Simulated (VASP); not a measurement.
Crystal: Sb.

```
Sb
1.0
     2.15420    1.24373    3.75800
    -2.15420    1.24373    3.75800
     0.00000   -2.48746    3.75800
Sb
2
Direct
  0.76651 0.76651 0.76651
  0.23349 0.23349 0.23349
```

```yaml
Program: VASP 6.6.1
Task: relaxation of cell and atoms
Functional: PBEsol
Dispersion: D3(BJ)
Potentials_or_basis: VASP PAW PBE potentials, release 64 (Sb)
Cutoff: 600 eV
k_mesh: 8 × 8 × 8
Occupations: fermi-dirac, width 0.05 eV
Spin: no spin polarisation
```

At the start: pressure -2.2 GPa; volume 30.21 Å³/atom.

Task: Where does the relaxation end?

Result: Over 10 steps the energy falls by 20.2 meV/atom and the volume is 28.34 Å³/atom (-6.2 %); space group R-3m (No. 166, to 0.1 Å) before and after.

The path:
```tsv
step	energy change (eV)	largest force (eV/Å)	pressure (GPa)	volume (Å³)
1	0.0000	0.1533	-2.20	60.41
2	-0.0179	0.4260	1.30	56.86
3	-0.0204	0.3555	0.31	57.74
4	-0.0322	0.2151	0.29	57.22
5	-0.0397	0.0081	0.46	56.25
6	-0.0397	0.0164	0.45	56.30
7	-0.0394	0.0477	-0.58	57.15
8	-0.0403	0.0126	-0.02	56.68
9	-0.0404	0.0062	-0.01	56.67
10	-0.0404	0.0009	0.00	56.67
```

Final structure:
```yaml
crystal:
  lattice:
    - [2.13664, 1.23359, 3.58350]
    - [-2.13664, 1.23359, 3.58350]
    - [0.00000, -2.46717, 3.58350]
  atoms:
    - { symbol: Sb, position: [0.76153, 0.76153, 0.76153] }
    - { symbol: Sb, position: [0.23847, 0.23847, 0.23847] }
```

Caveat: the PAW data sets were made with another functional, which shifts forces and pressure a little.
